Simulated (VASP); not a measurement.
Crystal: SnSe.

```
CELL_PARAMETERS angstrom
0.00000 3.02815 3.02815
3.02815 0.00000 3.02815
3.02815 3.02815 0.00000
ATOMIC_POSITIONS crystal
Sn 0.00000 0.00000 0.00000
Se 0.50000 0.50000 0.50000
```

| Property | Result |
| --- | --- |
| Program | VASP 6.6.1 |
| Task | relaxation of cell and atoms |
| Functional | r2SCAN |
| Potentials or basis | VASP PAW PBE potentials, release 64 (Sn_d, Se) |
| Cutoff | 600 eV |
| k mesh | 6 × 6 × 6 |
| Occupations | fermi-dirac, width 0.02 eV |
| Spin | no spin polarisation |

At the start: pressure -1.3 GPa; volume 27.77 Å³/atom.

Q: Where does the relaxation end?

A: Over 3 steps the energy falls by 3.0 meV/atom and the volume is 27.05 Å³/atom (-2.6 %); space group Fm-3m (No. 225, to 0.05 Å).

Step by step:
| step | energy change (eV) | largest force (eV/Å) | pressure (GPa) | volume (Å³) |
| --- | --- | --- | --- | --- |
| 1 | 0.0000 | 0.0000 | -1.33 | 55.53 |
| 2 | -0.0055 | 0.0000 | 0.41 | 53.71 |
| 3 | -0.0061 | 0.0000 | 0.00 | 54.11 |

Final structure:
```yaml
crystal:
  lattice:
    - [0.00000, 3.00199, 3.00199]
    - [3.00199, 0.00000, 3.00199]
    - [3.00199, 3.00199, 0.00000]
  atoms:
    - { symbol: Sn, position: [0.00000, 0.00000, 0.00000] }
    - { symbol: Se, position: [0.50000, 0.50000, 0.50000] }
```

Caveat: the PAW data sets were made with another functional, which shifts forces and pressure a little.
